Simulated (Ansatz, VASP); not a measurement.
**One calculation of MgO, two programs**

Contents of POSCAR:

```
MgO
1.0
    2.9230552965      0.0000000000      0.0000000000
   -1.4615276483      2.5314401435      0.0000000000
    0.0000000000      0.0000000000      5.0921016501
Mg O
2 2
Direct
    0.0000000000      0.0000000000      0.0000000000
    0.0000000000      0.0000000000      0.5000000000
    0.3333333333      0.6666666667      0.2500000000
    0.6666666667      0.3333333333      0.7500000000
```

Contents of INCAR.step1:

```
SYSTEM = MgO
  PREC = Accurate
  ENCUT = 520
  ISMEAR = 0
  SIGMA = 0.01
  LREAL = .FALSE.
  LASPH = .TRUE.
  NELM = 60
  NBANDS = 16
  GGA = PE
  ALGO = Normal
  EDIFF = 1E-4
  LWAVE = .TRUE.
  LCHARG = .FALSE.
```

The input INCAR.step2:

```
SYSTEM = MgO
  PREC = Accurate
  ENCUT = 520
  EDIFF = 1E-6
  ISMEAR = 0
  SIGMA = 0.01
  LREAL = .FALSE.
  LASPH = .TRUE.
  NELM = 60
  ALGO = Normal
  ISIF = 2
  LWAVE = .FALSE.
  LCHARG = .FALSE.
  METAGGA = R2SCAN
  LMIXTAU = .TRUE.
  NBANDS = 16
  ISTART = 1
```

KPOINTS

```
regular mesh
0
G
  12 12 6
  0 0 0
```

Input for Ansatz:

```yaml
crystal:
  lattice:
    - [2.9230552965, 0.0, 0.0]
    - [-1.4615276483, 2.5314401435, 0.0]
    - [0.0, 0.0, 5.0921016501]
  atoms:
    - { symbol: Mg, position: [0.0, 0.0, 0.0] }
    - { symbol: Mg, position: [0.0, 0.0, 0.5] }
    - { symbol: O, position: [0.3333333333, 0.6666666667, 0.25] }
    - { symbol: O, position: [0.6666666667, 0.3333333333, 0.75] }
kpoints:
  mp_grid: { grid: [12, 12, 6] }
  band_path:
    path:
      - [0.0, 0.0, 0.0]
      - [0.5, 0.0, 0.0]
      - [0.3333333333, 0.3333333333, 0.0]
      - [0.0, 0.0, 0.5]
      - [0.5, 0.0, 0.5]
      - [0.3333333333, 0.3333333333, 0.5]
    npoints: 1
hamiltonian:
  xc: r2scan
scf:
  occupations: { method: fixed }
  n_extra_bands: 5
output:
  forces: true
  stress: true
  eigenvalues: true
```

Alike in both runs: task single point; functional r2SCAN; k mesh 12 × 12 × 6; no spin polarisation.

|  | VASP | Ansatz |
| --- | --- | --- |
| version | VASP 6.6.1 | Ansatz 0.2.0 |
| potentials or method | VASP PAW PBE potentials, release 64 (Mg, O) | plane waves, PAW |
| plane-wave cutoff (eV) | 520 | 500 |
| occupations | gaussian, width 0.01 eV | fixed |
| valence electrons in the cell | 16 | 32 |

```tsv
	VASP	Ansatz	Ansatz less VASP
gap on the k mesh at the Fermi level (eV)	5.31	5.34	+0.025
pressure (GPa)	-1.1	0.0	+1.09
```

VASP's potentials were made for PBE, not for r2SCAN. VASP's potentials hold 16 valence electrons a cell and Ansatz's 32, so a difference there can come from the potentials and not from the codes.
